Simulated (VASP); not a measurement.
# Au (Immm) in VASP: notebook

The runs below take Au through single point, with LDA.

Program: VASP 6.6.1. These are calculated values, not measurements. Logs are shortened: lines on timing, memory, paths and dates and some standing lists are left out, and cuts for length are marked.

**1. The cell of the first run**

It takes space group Immm (No. 71, orthorhombic). Conventional cell: a = 2.784 Å, b = 3.001 Å, c = 4.091 Å, α = 90.00°, β = 90.00°, γ = 90.00°. Within 3.7 Å of Au (site symmetry mmm) lie 12 Au at 2.78 to 3.00 Å.

**2. Single point, LDA (strain -0.0750 x Voigt [0, 0, 0, 1, 0, 0])**

INCAR reads:

```
SYSTEM = Au
PREC     = Accurate       ! precision mode
ENCUT    = 520            ! plane-wave cutoff, eV
EDIFF    = 1E-6           ! SCF threshold, eV
ISMEAR   = 0              ! smearing method
SIGMA    = 0.15           ! smearing width, eV
LREAL    = .FALSE.        ! projectors in reciprocal space
LASPH    = .TRUE.         ! aspherical terms in the spheres
NELM     = 100            ! most SCF steps
ALGO     = Normal         ! electronic algorithm
ISIF     = 2              ! what is computed and relaxed
LWAVE    = .FALSE.        ! write WAVECAR
LCHARG   = .FALSE.        ! write CHGCAR
GGA      = CA             ! functional
NBANDS   = 12             ! bands
```

KPOINTS reads:

```
Automatic mesh
0
G
  20 20 20
  0 0 0
```

POSCAR reads:

```
Au
1.0
    0.0000000000      1.9687937500      1.9687937500
    2.0455000000     -0.0767062500      2.0455000000
    2.0455000000      2.0455000000     -0.0767062500
Au
1
Direct
    0.0000000000      0.0000000000      0.0000000000
```

Potentials or basis: VASP PAW LDA potentials, release 64 (Au).

Run with:

```bash
$ cat potpaw_LDA.64/Au/POTCAR > POTCAR
$ mpirun -np 1 vasp_std > vasp.out
```

OUTCAR:

```text
SYSTEM = Au
   PREC = Accurate
   ENCUT = 520
   EDIFF = 1E-6
   ISMEAR = 0
   LREAL = .FALSE.
   LASPH = .TRUE.
   NELM = 100
   ISIF = 2
   GGA = CA

 ion  position               nearest neighbor table
   1  0.000  0.000  0.000-

  LATTYP: Found a body centered orthorhombic cell.
 ALAT       =     2.7842948228
 B/A-ratio  =     1.0779220779
 C/A-ratio  =     1.4693127921

  Lattice vectors:

 A1 = (  -2.0455000000,   0.0767062500,  -2.0455000000)
 A2 = (  -2.0455000000,  -0.0767062500,   2.0455000000)
 A3 = (   2.0455000000,   2.0455000000,  -0.0767062500)

Analysis of symmetry for initial positions (statically):
=====================================================================
 Subroutine PRICEL returns:
 Original cell was already a primitive cell.

 Routine SETGRP: Setting up the symmetry group for a
 body centered orthorhombic supercell.

 Subroutine GETGRP returns: Found  8 space group operations
 (whereof  8 operations were pure point group operations)
 out of a pool of  8 trial point group operations.

The static configuration has the point symmetry D_2h.

Analysis of symmetry for dynamics (positions and initial velocities):
=====================================================================
 Subroutine PRICEL returns:
 Original cell was already a primitive cell.

 Routine SETGRP: Setting up the symmetry group for a
 body centered orthorhombic supercell.

 Subroutine GETGRP returns: Found  8 space group operations
 (whereof  8 operations were pure point group operations)
 out of a pool of  8 trial point group operations.

The dynamic configuration has the point symmetry D_2h.

 Subroutine INISYM returns: Found  8 space group operations
 (whereof  8 operations are pure point group operations),
 and found     1 'primitive' translations

----------------------------------------------------------------------------------------

                                     Primitive cell

  volume of cell :      17.0930

  direct lattice vectors                    reciprocal lattice vectors
     0.000000000  1.968793750  1.968793750    -0.244439012  0.253962610  0.253962610
     2.045500000 -0.076706250  2.045500000     0.244439012 -0.235603867  0.235603867
     2.045500000  2.045500000 -0.076706250     0.244439012  0.235603867 -0.235603867

  length of vectors
     2.784294823  2.893790654  2.893790654     0.434447288  0.413241812  0.413241812

  position of ions in fractional coordinates (direct lattice)
     0.000000000  0.000000000  0.000000000

  ion indices of the primitive-cell ions
   primitive index   ion index
                 1           1

----------------------------------------------------------------------------------------

 KPOINTS: Automatic mesh

Automatic generation of k-mesh.
 Grid dimensions read from file:
 generate k-points for:   20   20   20

 Generating k-lattice:

  Cartesian coordinates                     Fractional coordinates (reciprocal lattice)
    -0.012221951  0.012698131  0.012698131     0.050000000  0.000000000  0.000000000
     0.012221951 -0.011780193  0.011780193     0.000000000  0.050000000  0.000000000
     0.012221951  0.011780193 -0.011780193     0.000000000  0.000000000  0.050000000

  Length of vectors
     0.021722364  0.020662091  0.020662091

  Shift w.r.t. Gamma in fractional coordinates (k-lattice)
     0.000000000  0.000000000  0.000000000

 Subroutine IBZKPT returns following result:
 ===========================================

 Found   1166 irreducible k-points:

 Following reciprocal coordinates:
            Coordinates               Weight
  0.000000  0.000000  0.000000      1.000000
  0.050000  0.000000  0.000000      4.000000
  0.100000  0.000000  0.000000      4.000000
  0.150000  0.000000  0.000000      4.000000
  0.200000  0.000000  0.000000      4.000000
  0.250000  0.000000  0.000000      4.000000
[... 16 lines left out ...]
 -0.450000  0.050000  0.000000      8.000000
 -0.400000  0.050000 -0.000000      8.000000
 [... further k-points ...]
   k-points           NKPTS =   1166   k-points in BZ     NKDIM =   1166   number of bands    NBANDS=     12
   number of dos      NEDOS =    301   number of ions     NIONS =      1
   total plane-waves  NPLWV =  13824
   dimension x,y,z NGX =    24 NGY =   24 NGZ =   24
   dimension x,y,z NGXF=    48 NGYF=   48 NGZF=   48
   ions per type =               1
   NGX,Y,Z   is equivalent  to a cutoff of  14.33, 13.79, 13.79 a.u.
   NGXF,Y,Z  is equivalent  to a cutoff of  28.66, 27.58, 27.58 a.u.
 SYSTEM =  Au
   PREC   = accura    normal or accurate (medium, high low for compatibility)
   ISTART =      0    job   : 0-new  1-cont  2-samecut
   ICHARG =      2    charge: 1-file 2-atom 10-const
   ISPIN  =      1    spin polarized calculation?
   LNONCOLLINEAR =      F non collinear calculations
   LSORBIT =      F    spin-orbit coupling
   LASPH  =      T    aspherical Exc in radial PAW
   ENCUT  =  520.0 eV  38.22 Ry    6.18 a.u.   5.18  5.38  5.38*2*pi/ulx,y,z
   NELM   =    100;   NELMIN=  2; NELMDL= -5     # of ELM steps
   EDIFF  = 0.1E-05   stopping-criterion for ELM
   LREAL  =      F    real-space projection
   EDIFFG = 0.1E-04   stopping-criterion for IOM
   NSW    =      0    number of steps for IOM
   IBRION =     -1    ionic relax: 0-MD 1-quasi-New 2-CG
   NFREE  =      0    steps in history (QN), initial steepest desc. (CG)
   ISIF   =      2    stress and relaxation
   ISYM   =      2    0-nonsym 1-usesym 2-fastsym
   POTIM  = 0.5000    time-step for ionic-motion
   TEBEG  =    0.0;   TEEND  =   0.0 temperature during run
   PSTRESS=    0.0 pullay stress
   NELECT =      11.0000    total number of electrons
   NUPDOWN=      -1.0000    fix difference up-down
   EMIN   =  10.00;   EMAX   =-10.00  energy-range for DOS
   EFERMI =   0.00;   METHOD = LEGACY
   ISMEAR =     0;   SIGMA  =   0.15  broadening in eV -4-tet -1-fermi 0-gaus
   EFERMI_NEDOS =   21; number of points for ismear=-14 and -15
   IALGO  =     38    algorithm
   IMIX   =      4    mixing-type and parameters
     AMIX     =   0.40;   BMIX     =  1.00
     AMIX_MAG =   1.60;   BMIX_MAG =  1.00
  volume/ion in A,a.u.               =      17.09       115.35
  Fermi-wavevector in a.u.,A,eV,Ry     =   1.413405  2.670948 27.180546  1.997714
  Thomas-Fermi vector in A             =   2.535054
   LORBIT       =      0    0 simple, 1 ext, 2 COOP (PROOUT), +10 PAW based schemes
   GGA     = CA    functional components
   LHFCALC =     F    Hartree Fock is set to
   AEXX    =    0.0000 exact exchange contribution
   IVDW    =     0    specifies the selected vdW correction
   LEPSILON=     F    determine dielectric tensor
   LRPA    =     F    only Hartree local field effects (RPA)
 non-spin polarized calculation
 Gauss-broadening in eV      SIGMA  =   0.15
  energy-cutoff  :      520.00
  volume of cell :       17.09
 maximum number of plane-waves:       483
 NGX is ok and might be reduce to    24
   NGX = 11   NGY = 11   NGZ = 11

 number of electron      11.0000001 magnetization

 Free energy of the ion-electron system (eV)
  ---------------------------------------------------
  ext. energy  EPLUGINS =         0.00000000
  ---------------------------------------------------
  free energy    TOTEN  =        -4.43100617 eV

  energy without entropy =       -4.42809857  energy(sigma->0) =       -4.42955237

 E-fermi :   9.2078     XC(G=0): -12.9622

 val. band max:        9.2030589103   @ k =  -0.1500   0.3500   0.2000
 cond. band min:       9.2194815329   @ k =  -0.2500   0.2500   0.1500
 fundamental gap:      0.0164226227
 Fermi energy:         9.2077958198

 k-point     1 :       0.0000    0.0000    0.0000
  band No.  band energies     occupation
      1      -0.6537      2.00000
      2       4.2083      2.00000
      3       4.3923      2.00000
      4       4.8985      2.00000
      5       6.1066      2.00000
      6       6.1333      2.00000
      7      23.5884      0.00000
      8      26.4758      0.00000
      9      27.8108      0.00000
     10      28.9386      0.00000
     11      32.5987      0.00000
     12      36.2308      0.00000

 k-point     2 :       0.0500    0.0000    0.0000
  band No.  band energies     occupation
      1      -0.5598      2.00000
      2       4.2425      2.00000
      3       4.4200      2.00000
      4       4.8795      2.00000
      5       6.0812      2.00000
      6       6.1096      2.00000
      7      23.7166      0.00000
      8      26.5919      0.00000
      9      27.5524      0.00000
     10      28.6100      0.00000
     11      33.1257      0.00000
     12      35.7280      0.00000

 k-point     3 :       0.1000    0.0000    0.0000
  band No.  band energies     occupation
      1      -0.2837      2.00000
      2       4.3363      2.00000
      3       4.4640      2.00000
      4       4.8669      2.00000
      5       6.0174      2.00000
      6       6.0475      2.00000
      7      24.0672      0.00000
      8      26.3934      0.00000
      9      26.9218      0.00000
     10      28.6320      0.00000
     11      33.2799      0.00000
     12      34.6710      0.00000

 k-point     4 :       0.1500    0.0000    0.0000
  band No.  band energies     occupation
      1       0.1547      2.00000
      2       4.4354      2.00000
      3       4.4585      2.00000
      4       4.9591      2.00000
      5       5.9539      2.00000
      6       5.9783      2.00000
      7      24.5219      0.00000
      8      24.8099      0.00000
      9      27.4010      0.00000
     10      28.9571      0.00000
     11      32.0722      0.00000
     12      33.4354      0.00000

 k-point     5 :       0.2000    0.0000    0.0000
  band No.  band energies     occupation
      1       0.7100      2.00000
      2       4.3847      2.00000
      3       4.5512      2.00000
      4       5.0994      2.00000
      5       5.9564      2.00000
      6       5.9775      2.00000
      7      23.0476      0.00000
      8      24.8396      0.00000
      9      27.8744      0.00000
     10      29.2479      0.00000
     11      31.1005      0.00000
     12      32.2917      0.00000
[... 228 lines left out ...]
      1       2.0581      2.00000
      2       4.1918      2.00000
      3       4.8490      2.00000
      4       6.5335      2.00000
      5       7.3173      2.00000
      6       8.1629      2.00000
      7      14.0277      0.00000
      8      23.0903      0.00000
      9      25.3689      0.00000
     10      26.2112      0.00000
     11      33.2044      0.00000
     12      33.5686      0.00000

 k-point    22 :       0.5000    0.0500   -0.0000
  band No.  band energies     occupation
      1       2.0498      2.00000
      2       4.1542      2.00000
      3       4.8043      2.00000
      4       6.8313      2.00000
      5       7.4160      2.00000
      6       8.9035      1.99588
      7      12.8794      0.00000
      8      22.9215      0.00000
      9      25.0317      0.00000
     10      25.9785      0.00000
     11      33.4618      0.00000
     12      33.7752      0.00000

 k-point    23 :      -0.4500    0.0500    0.0000
  band No.  band energies     occupation
      1       2.0531      2.00000
      2       4.1685      2.00000
      3       4.8033      2.00000
      4       6.8483      2.00000
      5       7.3439      2.00000
      6       8.6446      2.00000
      7      13.1944      0.00000
      8      22.9441      0.00000
      9      24.9418      0.00000
     10      26.2028      0.00000
     11      33.4947      0.00000
     12      33.6375      0.00000

 k-point    24 :      -0.4000    0.0500   -0.0000
  band No.  band energies     occupation
      1       2.0624      2.00000
      2       4.2317      2.00000
      3       4.8464      2.00000
      4       6.5247      2.00000
      5       7.1003      2.00000
      6       7.7823      2.00000
      7      14.6513      0.00000
      8      23.1512      0.00000
      9      25.1383      0.00000
     10      26.8341      0.00000
     11      33.0897      0.00000
     12      33.4036      0.00000

 [... further k-points ...]

------------------------ aborting loop because EDIFF is reached ----------------------------------------

  FORCE on cell =-STRESS in cart. coord.  units (eV):
  Direction    XX          YY          ZZ          XY          YZ          ZX
  --------------------------------------------------------------------------------------
  -------------------------------------------------------------------------------------
  Total       -0.5460544     -0.4092615     -0.4092615     -0.0000000      0.2510940      0.0000000
  in kB      -51.1834115    -38.3613795    -38.3613795     -0.0000000     23.5358389      0.0000000
  external PRESSURE =     -42.6353902 kB  Pullay stress =       0.0000000 kB

 VOLUME and BASIS-vectors are now :
 -----------------------------------------------------------------------------
  energy-cutoff  :      520.00
  volume of cell :       17.09
      direct lattice vectors                 reciprocal lattice vectors
     0.000000000  1.968793750  1.968793750    -0.244439012  0.253962610  0.253962610
     2.045500000 -0.076706250  2.045500000     0.244439012 -0.235603867  0.235603867
     2.045500000  2.045500000 -0.076706250     0.244439012  0.235603867 -0.235603867

 POSITION                                       TOTAL-FORCE (eV/Angst)
 -----------------------------------------------------------------------------------
      0.00000      0.00000      0.00000         0.000000      0.000000     -0.000000
 -----------------------------------------------------------------------------------
    total drift:                               -0.000000      0.000000      0.000000

  FREE ENERGIE OF THE ION-ELECTRON SYSTEM (eV)
  ---------------------------------------------------
  free  energy   TOTEN  =        -4.4310061670 eV

  energy  without entropy=       -4.4280985712  energy(sigma->0) =       -4.42955237
```

Run time: 64 s. Hardware: 1 thread of Intel Xeon Platinum 8559C (Emerald Rapids), shared host; peak memory 0.33 GiB.

Results:

* Free energy: -4.4310 eV
* Pressure: -4.3 GPa

Caveat: the cell differs from its parent crystal (strain -0.0750 x Voigt [0, 0, 0, 1, 0, 0]); spin-orbit coupling is left out, which moves the levels of the heavy elements.

**3. Single point, LDA (strain +0.0375 x Voigt [0, 0, 0, 1, 0, 0])**

Changes to INCAR since step 2:

```diff
@@ -3,3 +3,3 @@
 ENCUT    = 520            ! plane-wave cutoff, eV
-EDIFF    = 1E-6           ! SCF threshold, eV
+EDIFF    = 1E-7           ! SCF threshold, eV
 ISMEAR   = 0              ! smearing method
@@ -12,4 +12,5 @@
 LWAVE    = .FALSE.        ! write WAVECAR
-LCHARG   = .FALSE.        ! write CHGCAR
-GGA      = CA             ! functional
+LCHARG   = .TRUE.         ! write CHGCAR
+LELF     = .TRUE.         ! ELF
+LVHAR    = .TRUE.       
 NBANDS   = 12             ! bands
```

KPOINTS is that of step 2.

POSCAR reads:

```
Au
1.0
    0.0000000000      2.0838531250      2.0838531250
    2.0455000000      0.0383531250      2.0455000000
    2.0455000000      2.0455000000      0.0383531250
Au
1
Direct
    0.0000000000      0.0000000000      0.0000000000
```

Potentials or basis: VASP PAW LDA potentials, release 64 (Au).

Run with:

```bash
$ cat potpaw_LDA.64/Au/POTCAR > POTCAR
$ mpirun -np 1 vasp_std > vasp.out
```

It took 79 s on 1 thread of Intel Xeon Platinum 8559C (Emerald Rapids), shared host; peak memory 0.33 GiB.

The run converged. Its results:

* Free energy: -4.4372 eV
* Pressure: -5.0 GPa

Stress tensor (GPa, compression positive):
```
-4.93  0.00  0.00
 0.00 -5.02 -1.11
 0.00 -1.11 -5.02
```

Levels at points of the mesh, in eV from the Fermi level:
```tsv
k point	band 2	band 3	band 4	band 5	band 6	band 7	band 8	band 9	band 10	band 11
(0.00, 0.00, 0.00)	-4.85	-4.72	-4.50	-3.14	-3.13	14.47	17.83	18.47	19.06	23.43
(0.50, 0.00, 0.00)	-4.86	-4.53	-2.07	-1.90	-1.11	2.80	14.09	17.09	17.53	24.94
(0.00, 0.50, 0.00)	-4.88	-4.57	-2.01	-1.84	-0.84	3.29	13.81	16.50	16.95	24.59
(0.50, 0.50, 0.00)	-6.73	-2.02	-1.64	-1.60	0.99	5.74	9.92	9.92	17.22	19.82
(0.00, 0.50, 0.50)	-6.73	-1.99	-1.64	-1.62	0.98	5.71	9.26	10.60	17.09	19.94
```

Caveat: the cell differs from its parent crystal (strain +0.0375 x Voigt [0, 0, 0, 1, 0, 0]); spin-orbit coupling is left out, which moves the levels of the heavy elements.

(Continued in part 2 of 2.)
